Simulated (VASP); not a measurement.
Input of a VASP 6.6.1 run:

File INCAR:

```
  ALGO = Normal
  EDIFF = 1E-6
  ENCUT = 500
  GGA = PE
  GGA_COMPAT = F
  ISIF = 2
  ISMEAR = 0
  LASPH = T
  LCHARG = F
  LREAL = F
  LWAVE = F
  NBANDS = 39
  NELM = 120
  PREC = Accurate
  SIGMA = 0.15
```

Contents of KPOINTS:

```
k-points
0
Gamma
  3 3 2
```

Contents of POSCAR:

```
Sb2Se3
1.0
    1.9360952013     -7.1263365005      0.0000000000
    1.9360952013      7.1263365005      0.0000000000
    0.0000000000      0.0000000000      9.4304903314
Sb Se
4 6
Direct
    0.0000000000      0.0000000000      0.0000000000
    0.0000000000      0.0000000000      0.5000000000
    0.7465982261      0.2534017739      0.7500000000
    0.2534017739      0.7465982261      0.2500000000
    0.5493005285      0.4506994715      0.7500000000
    0.4506994715      0.5493005285      0.2500000000
    0.6586834090      0.3413165910      0.0525027344
    0.3413165910      0.6586834090      0.9474972656
    0.3413165910      0.6586834090      0.5525027344
    0.6586834090      0.3413165910      0.4474972656
```

Potentials or basis: VASP PAW PBE potentials, release 64 (Sb, Se).

The run is started by

```console
$ cat potpaw_PBE.64/Sb/POTCAR potpaw_PBE.64/Se/POTCAR > POTCAR
$ mpirun -np 1 vasp_std > vasp.out
```

Estimate the band gap on the k mesh.

0.13 eV (least direct gap 0.23 eV).

Estimate the largest force.

0.072 eV/Å.

What does it give for the pressure?

-0.3 GPa.

Forces in eV/Å, atoms in the order of the input:
```
Sb   0.000  0.000  0.000
Sb   0.000  0.000  0.000
Sb   0.000 -0.022  0.000
Sb   0.000  0.022  0.000
Se   0.000 -0.033  0.000
Se   0.000  0.033  0.000
Se   0.000  0.041  0.059
Se   0.000 -0.041 -0.059
Se   0.000 -0.041  0.059
Se   0.000  0.041 -0.059
```

Caveat: the k points lie up to 0.56 Å⁻¹ apart; spin-orbit coupling is left out, which moves the levels of the heavy elements; an odd mesh through Γ misses points on the zone boundary, where band edges can lie.
